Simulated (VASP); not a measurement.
# CoO (R3m) in VASP: a series of runs, part 2 of 2

VASP 6.6.1. Earlier steps stand in the parts before.

### Step 3. Single point, PBE, collinear spin, ferromagnetic start

This run uses another cell than the first one, of 11.39 Å³/atom.

INCAR reads:

```
SYSTEM = CoO
PREC     = Accurate       ! precision mode
ENCUT    = 600            ! plane-wave cutoff, eV
EDIFF    = 1E-6           ! SCF threshold, eV
ISMEAR   = -1             ! smearing method
SIGMA    = 0.05           ! smearing width, eV
LREAL    = .FALSE.        ! projectors in reciprocal space
LASPH    = .TRUE.         ! aspherical terms in the spheres
NELM     = 200            ! most SCF steps
ALGO     = Normal         ! electronic algorithm
ISIF     = 2              ! what is computed and relaxed
LWAVE    = .FALSE.        ! write WAVECAR
LCHARG   = .FALSE.        ! write CHGCAR
ISPIN    = 2              ! spin polarisation
MAGMOM   = 2 0            ! initial moments
LORBIT   = 11             ! projections on sites
LMAXMIX  = 4              ! l up to which the mixer works
GGA      = PE             ! functional
NBANDS   = 22             ! bands
GGA_COMPAT= .FALSE.
```

KPOINTS reads:

```
Automatic mesh
0
G
  10 10 10
  0 0 0
```

POSCAR reads:

```
CoO
1.0
    1.5910564260      0.9185968559      2.5970018748
   -1.5910564260      0.9185968559      2.5970018748
    0.0000000000     -1.8371937117      2.5970018748
Co O
1 1
Direct
    1.0000453615      1.0000453615      1.0000453615
    0.7499539885      0.7499539885      0.7499539885
```

Potentials or basis: VASP PAW PBE potentials, release 64 (Co_sv, O).

On the command line:

```console
cat potpaw_PBE.64/Co_sv/POTCAR potpaw_PBE.64/O/POTCAR > POTCAR
mpirun -np 1 vasp_std > vasp.out
```

OUTCAR:

```text
SYSTEM = CoO
   PREC = Accurate
   ENCUT = 600
   EDIFF = 1E-6
   ISMEAR = -1
   LREAL = .FALSE.
   LASPH = .TRUE.
   NELM = 200
   ISIF = 2
   ISPIN = 2
   LORBIT = 11
   GGA = PE

 ion  position               nearest neighbor table
   1  0.000  0.000  0.000-   2 1.95   2 1.95   2 1.95   2 1.95
   2  0.750  0.750  0.750-   1 1.95   1 1.95   1 1.95   1 1.95

  LATTYP: Found a trigonal (rhomboedric) cell.
 ALAT       =     3.1811475087
 COS(alpha) =     0.4996964964

  Lattice vectors:

 A1 = (   1.5910564260,   0.9185968559,   2.5970018748)
 A2 = (  -1.5910564260,   0.9185968559,   2.5970018748)
 A3 = (   0.0000000000,  -1.8371937117,   2.5970018748)

[... 1414 lines left out ...]
 -----------------------------------------------------------------------------
  energy-cutoff  :      600.00
  volume of cell :       22.77
      direct lattice vectors                 reciprocal lattice vectors
     1.591056426  0.918596856  2.597001875     0.314256611  0.181436139  0.128353135
    -1.591056426  0.918596856  2.597001875    -0.314256611  0.181436139  0.128353135
     0.000000000 -1.837193712  2.597001875     0.000000000 -0.362872278  0.128353135

 POSITION                                       TOTAL-FORCE (eV/Angst)
 -----------------------------------------------------------------------------------
      0.00000      0.00000      0.00035         0.000000      0.000000      0.000020
      0.00000      0.00000      5.84290         0.000000     -0.000000     -0.000020
 -----------------------------------------------------------------------------------
    total drift:                                0.000000      0.000000     -0.000146

  FREE ENERGIE OF THE ION-ELECTRON SYSTEM (eV)
  ---------------------------------------------------
  free  energy   TOTEN  =       -13.4557349553 eV

  energy  without entropy=      -13.4399393248  energy(sigma->0) =      -13.44783714

 total charge

# of ion       s       p       d       tot
------------------------------------------
    1        2.166   6.089   6.683  14.938
    2        1.549   3.444   0.000   4.993
--------------------------------------------------
tot          3.715   9.533   6.683  19.932

 magnetization (x)

# of ion       s       p       d       tot
------------------------------------------
    1        0.012   0.022   2.280   2.314
    2        0.021   0.267   0.000   0.288
--------------------------------------------------
tot          0.033   0.290   2.280   2.602
```

OSZICAR:

```text
N       E                     dE             d eps       ncg     rms          rms(c)
DAV:   1     0.241840744844E+03    0.24184E+03   -0.13608E+04 13660   0.245E+03
DAV:   2    -0.570776118352E+01   -0.24755E+03   -0.23563E+03 15288   0.652E+02
DAV:   3    -0.161875300187E+02   -0.10480E+02   -0.10385E+02 14272   0.111E+02
DAV:   4    -0.163044061781E+02   -0.11688E+00   -0.11683E+00 11822   0.105E+01
DAV:   5    -0.163092368041E+02   -0.48306E-02   -0.48305E-02 14934   0.240E+00    0.193E+01
DAV:   6    -0.157598990925E+02    0.54934E+00   -0.32121E+01 15264   0.102E+02    0.338E+01
DAV:   7    -0.134234958733E+02    0.23364E+01   -0.91878E+00 13622   0.730E+01    0.853E+00
DAV:   8    -0.134641803123E+02   -0.40684E-01   -0.53044E-01 12310   0.645E+00    0.513E+00
DAV:   9    -0.134516118567E+02    0.12568E-01   -0.97985E-02 16824   0.392E+00    0.183E+00
DAV:  10    -0.134555347887E+02   -0.39229E-02   -0.35702E-02 14372   0.209E+00    0.419E-01
DAV:  11    -0.134555681181E+02   -0.33329E-04   -0.51467E-03 16190   0.963E-01    0.231E-01
DAV:  12    -0.134556867513E+02   -0.11863E-03   -0.46690E-04 12296   0.238E-01    0.106E-01
DAV:  13    -0.134557318390E+02   -0.45088E-04   -0.33448E-04 13236   0.161E-01    0.393E-02
DAV:  14    -0.134557355708E+02   -0.37318E-05   -0.25321E-05 12784   0.678E-02    0.174E-02
DAV:  15    -0.134557349553E+02    0.61550E-06   -0.79271E-06 14226   0.375E-02
   1 F= -.13455735E+02 E0= -.13447837E+02  d E =-.157956E-01  mag=     2.7517
```

It took 76 s on 1 thread of Intel Xeon 6975P-C (Granite Rapids), shared host; peak memory 0.24 GiB.

Results:

- Free energy: -13.4557 eV
- Pressure: -2.0 GPa
- Net moment: 2.75 μB per cell
- Site moments: Co +2.31; O +0.29 μB
- Valence electrons inside the program's atomic spheres: Co 14.94; O 4.99

Caveat: a cell with one magnetic atom can't hold antiferromagnetic order, which such compounds often take; semilocal functionals often make such compounds metallic where correlation or magnetic order opens a gap, which also shifts bond lengths. With open d or f shells a metallic result of PBE can be an artefact of self-interaction; +U or a hybrid may open a gap.

### Step 4. Single point, LDA, collinear spin, ferromagnetic start

This run uses another cell than the first one, of 12.10 Å³/atom.

INCAR reads:

```
SYSTEM = CoO
ALGO = Normal
EDIFF = 1E-6
ENCUT = 520
GGA = CA
ISIF = 2
ISMEAR = -1
ISPIN = 2
LASPH = .True.
LCHARG = .False.
LMAXMIX = 4
LORBIT = 11
LREAL = .False.
LWAVE = .False.
MAGMOM = 2 0
NBANDS = 18
NELM = 150
PREC = Accurate
SIGMA = 0.05
```

KPOINTS reads:

```
k-points
0
Gamma
  10 10 10
  0 0 0
```

POSCAR reads:

```
CoO
1.0
    1.6336438949      0.9431847425      2.6168066281
   -1.6336438949      0.9431847425      2.6168066281
    0.0000000000     -1.8863694850      2.6168066281
Co O
1 1
Direct
    0.9989783200      0.9989783200      0.9989783200
    0.7510210300      0.7510210300      0.7510210300
```

Potentials or basis: VASP PAW LDA potentials, release 64 (Co, O).

On the command line:

```console
cat potpaw_LDA.64/Co/POTCAR potpaw_LDA.64/O/POTCAR > POTCAR
mpirun -np 1 vasp_std > vasp.out
```

Wall time 83 s (1 thread of AMD EPYC 7R43 (Zen 3), shared host); peak memory 0.15 GiB.

Results (log left out):

| Item | Value |
| --- | --- |
| Free energy | -14.8046 eV |
| Pressure | -21.2 GPa |
| Largest force | 0.123 eV/Å |
| Net moment | 2.75 μB per cell |
| Site moments | Co +2.36; O +0.31 μB |
| Valence electrons inside the program's atomic spheres | Co 7.92; O 4.92 |

Forces on the atoms (eV/Å):
```
Co   0.000  0.000  0.123
O    0.000  0.000 -0.123
```

Stress tensor (GPa, compression positive):
```
-22.31   0.00   0.00
  0.00 -22.31   0.00
  0.00   0.00 -18.96
```

Levels at points of the mesh, in eV from the Fermi level:
Spin up:
| k point | band 6 | band 7 | band 8 | band 9 | band 10 | band 11 | band 12 | band 13 |
| --- | --- | --- | --- | --- | --- | --- | --- | --- |
| (0.00, 0.00, 0.00) | -2.22 | 0.12 | 0.27 | 0.27 | 0.41 | 13.44 | 13.44 | 14.00 |
| (0.50, 0.00, 0.00) | -2.13 | -2.13 | -0.47 | -0.43 | 5.42 | 6.69 | 13.07 | 13.41 |
| (0.50, 0.50, 0.00) | -1.94 | -1.66 | -1.58 | -1.51 | 5.10 | 9.34 | 10.67 | 13.50 |
| (0.50, 0.50, 0.50) | -2.14 | -2.14 | -0.59 | -0.59 | 5.39 | 6.99 | 12.98 | 12.98 |
Spin down:
| k point | band 3 | band 4 | band 5 | band 6 | band 7 | band 8 | band 9 | band 10 |
| --- | --- | --- | --- | --- | --- | --- | --- | --- |
| (0.00, 0.00, 0.00) | -4.67 | -4.67 | -0.35 | -0.35 | 0.56 | 2.18 | 2.18 | 2.28 |
| (0.50, 0.00, 0.00) | -4.49 | -4.46 | -0.18 | -0.17 | -0.02 | 1.40 | 1.44 | 5.86 |
| (0.50, 0.50, 0.00) | -4.23 | -4.18 | -0.93 | 0.00 | 0.12 | 0.56 | 0.64 | 5.92 |
| (0.50, 0.50, 0.50) | -4.41 | -4.41 | -0.16 | -0.16 | -0.15 | 1.29 | 1.29 | 5.82 |

Caveat: the cell stands under tension; a cell with one magnetic atom can't hold antiferromagnetic order, which such compounds often take; semilocal functionals often make such compounds metallic where correlation or magnetic order opens a gap, which also shifts bond lengths. With open d or f shells a metallic result of LDA can be an artefact of self-interaction; +U or a hybrid may open a gap.

### Step 5. Single point, PBE, collinear spin, ferromagnetic start

This run uses another cell than the first one, of 12.10 Å³/atom.

INCAR reads:

```
SYSTEM = CoO
PREC = Accurate
ENCUT = 520
EDIFF = 1E-6
ISMEAR = -1
SIGMA = 0.05
LREAL = .False.
LASPH = .True.
NELM = 150
ALGO = Normal
ISIF = 2
LWAVE = .False.
LCHARG = .False.
ISPIN = 2
MAGMOM = 2 0
LORBIT = 11
LMAXMIX = 4
GGA = PE
NBANDS = 18
```

KPOINTS reads:

```
Automatic mesh
0
Gamma
  10 10 10
  0 0 0
```

POSCAR is that of step 4.

Potentials or basis: VASP PAW PBE potentials, release 64 (Co, O).

On the command line:

```console
cat potpaw_PBE.64/Co/POTCAR potpaw_PBE.64/O/POTCAR > POTCAR
mpirun -np 1 vasp_std > vasp.out
```

Run time: 94 s. Hardware: 1 thread of AMD EPYC 7R43 (Zen 3), shared host; peak memory 0.17 GiB.

The run converged. Its results:

```yaml
Free_energy: -13.3401 eV
Pressure: -6.6 GPa
Largest_force: 0.203 eV/Å
Net_moment: 2.89 μB per cell
Site_moments: Co +2.48; O +0.32 μB
Valence_electrons_inside_the_program's_atomic_spheres: Co 7.89; O 4.97
```

Forces on the atoms (eV/Å):
```
Co   0.000  0.000  0.203
O    0.000  0.000 -0.203
```

Stress tensor (GPa, compression positive):
```
-8.02  0.00  0.00
 0.00 -8.02  0.00
 0.00  0.00 -3.68
```

Levels at points of the mesh, in eV from the Fermi level:
Spin up:
```tsv
k point	band 6	band 7	band 8	band 9	band 10	band 11	band 12	band 13
(0.00, 0.00, 0.00)	-2.19	0.08	0.12	0.12	0.27	13.62	13.62	14.18
(0.50, 0.00, 0.00)	-2.16	-2.15	-0.59	-0.56	5.51	6.74	13.18	13.52
(0.50, 0.50, 0.00)	-1.93	-1.85	-1.73	-1.53	5.06	9.45	10.89	13.65
(0.50, 0.50, 0.50)	-2.18	-2.18	-0.70	-0.70	5.48	7.03	13.09	13.09
```
Spin down:
| k point | band 3 | band 4 | band 5 | band 6 | band 7 | band 8 | band 9 | band 10 |
| --- | --- | --- | --- | --- | --- | --- | --- | --- |
| (0.00, 0.00, 0.00) | -4.49 | -4.49 | -0.44 | -0.44 | 0.65 | 2.55 | 2.55 | 2.63 |
| (0.50, 0.00, 0.00) | -4.35 | -4.33 | -0.24 | -0.22 | 0.40 | 1.76 | 1.80 | 6.02 |
| (0.50, 0.50, 0.00) | -4.11 | -4.07 | -0.55 | -0.11 | 0.06 | 1.00 | 1.07 | 6.07 |
| (0.50, 0.50, 0.50) | -4.28 | -4.28 | -0.20 | -0.20 | 0.26 | 1.65 | 1.65 | 5.98 |

Caveat: the cell stands under tension; a cell with one magnetic atom can't hold antiferromagnetic order, which such compounds often take; semilocal functionals often make such compounds metallic where correlation or magnetic order opens a gap, which also shifts bond lengths.

### Step 6. Single point, PBEsol, collinear spin, ferromagnetic start

This run uses another cell than the first one, of 11.87 Å³/atom.

INCAR reads:

```
PREC = Accurate
ENCUT = 600
EDIFF = 1E-6
ISMEAR = -1
SIGMA = 0.05
LREAL = False
LASPH = True
NELM = 200
ALGO = Normal
ISIF = 2
LWAVE = False
LCHARG = False
ISPIN = 2
MAGMOM = 2 0
LORBIT = 11
LMAXMIX = 4
GGA = PS
NBANDS = 22
GGA_COMPAT = False
```

KPOINTS reads:

```
Automatic mesh
0
Gamma
  10 10 10
```

POSCAR reads:

```
CoO
1.0
    1.6233040996      0.9372150589      2.6002441171
   -1.6233040996      0.9372150589      2.6002441171
    0.0000000000     -1.8744301178      2.6002441171
Co O
1 1
Direct
    0.9989783200      0.9989783200      0.9989783200
    0.7510210300      0.7510210300      0.7510210300
```

Potentials or basis: VASP PAW PBE potentials, release 64 (Co_sv, O).

On the command line:

```console
cat potpaw_PBE.64/Co_sv/POTCAR potpaw_PBE.64/O/POTCAR > POTCAR
mpirun -np 1 vasp_std > vasp.out
```

Run time: 2.4 min. Hardware: 1 thread of Intel Xeon Platinum 8488C (Sapphire Rapids), shared host; peak memory 0.24 GiB.

The run converged. Its results:

```
Free energy                                           : -14.2441 eV
Pressure                                              : -13.6 GPa
Largest force                                         : 0.183 eV/Å
Net moment                                            : 2.90 μB per cell
Site moments                                          : Co +2.42; O +0.33 μB
Valence electrons inside the program's atomic spheres : Co 14.90; O 4.95
```

Forces in eV/Å, atoms in the order of the input:
```
Co   0.000  0.000  0.183
O    0.000  0.000 -0.183
```

Stress tensor (GPa, compression positive):
```
-15.01   0.00   0.00
  0.00 -15.01   0.00
  0.00   0.00 -10.73
```

Levels at points of the mesh, in eV from the Fermi level:
Spin up:
| k point | band 11 | band 12 | band 13 | band 14 | band 15 | band 16 |
| --- | --- | --- | --- | --- | --- | --- |
| (0.00, 0.00, 0.00) | -0.05 | 0.13 | 0.13 | 0.27 | 13.52 | 13.52 |
| (0.50, 0.00, 0.00) | -2.27 | -0.63 | -0.58 | 5.37 | 6.65 | 13.08 |
| (0.50, 0.50, 0.00) | -1.90 | -1.75 | -1.67 | 4.95 | 9.45 | 10.68 |
| (0.50, 0.50, 0.50) | -2.30 | -0.75 | -0.75 | 5.34 | 6.95 | 12.99 |
Spin down:
```tsv
k point	band 8	band 9	band 10	band 11	band 12	band 13
(0.00, 0.00, 0.00)	-4.74	-0.40	-0.40	0.44	2.45	2.45
(0.50, 0.00, 0.00)	-4.55	-0.20	-0.19	0.20	1.64	1.68
(0.50, 0.50, 0.00)	-4.29	-0.82	-0.04	0.09	0.82	0.90
(0.50, 0.50, 0.50)	-4.50	-0.17	-0.17	0.06	1.52	1.52
```

Caveat: the cell stands under tension; the PAW data sets were made with another functional, which shifts forces and pressure a little; a cell with one magnetic atom can't hold antiferromagnetic order, which such compounds often take; semilocal functionals often make such compounds metallic where correlation or magnetic order opens a gap, which also shifts bond lengths. With open d or f shells a metallic result of PBEsol can be an artefact of self-interaction; +U or a hybrid may open a gap.

### Step 7. Overview

```tsv
level	potentials or basis	cell	cutoff (eV)	gap on the mesh (eV)	pressure (GPa)	moment (μB)	largest force (eV/Å)
PBEsol	VASP PAW PBE potentials, release 64 (Co, O)	a = 3.164 Å, angles 60.9°, 2 atoms, atomic positions A	520	none	-8.3	2.76	0.22
PBE	VASP PAW PBE potentials, release 64 (Co_sv, O)	a = 3.181 Å, angles 60.0°, 2 atoms, atomic positions B	600	none	-2.0	2.75	-
LDA	VASP PAW LDA potentials, release 64 (Co, O)	a = 3.226 Å, angles 60.9°, 2 atoms, atomic positions A	520	none	-21.2	2.75	0.12
PBE	VASP PAW PBE potentials, release 64 (Co, O)	a = 3.226 Å, angles 60.9°, 2 atoms, atomic positions A	520	none	-6.6	2.89	0.20
PBEsol	VASP PAW PBE potentials, release 64 (Co_sv, O)	a = 3.205 Å, angles 60.9°, 2 atoms, atomic positions A	600	none	-13.6	2.90	0.18
```

Alike in all rows: task single point; spin collinear, ferromagnetic start; k mesh 10 × 10 × 10; smearing fermi-dirac 0.05 eV.

Caveats: a cell with one magnetic atom can't hold antiferromagnetic order, which such compounds often take; semilocal functionals often make such compounds metallic where correlation or magnetic order opens a gap, which also shifts bond lengths; the cell stands under tension (at least some runs); the PAW data sets were made with another functional, which shifts forces and pressure a little (at least some runs).

Total energies depend on the potentials used, so only differences within one code and one set of settings carry meaning.
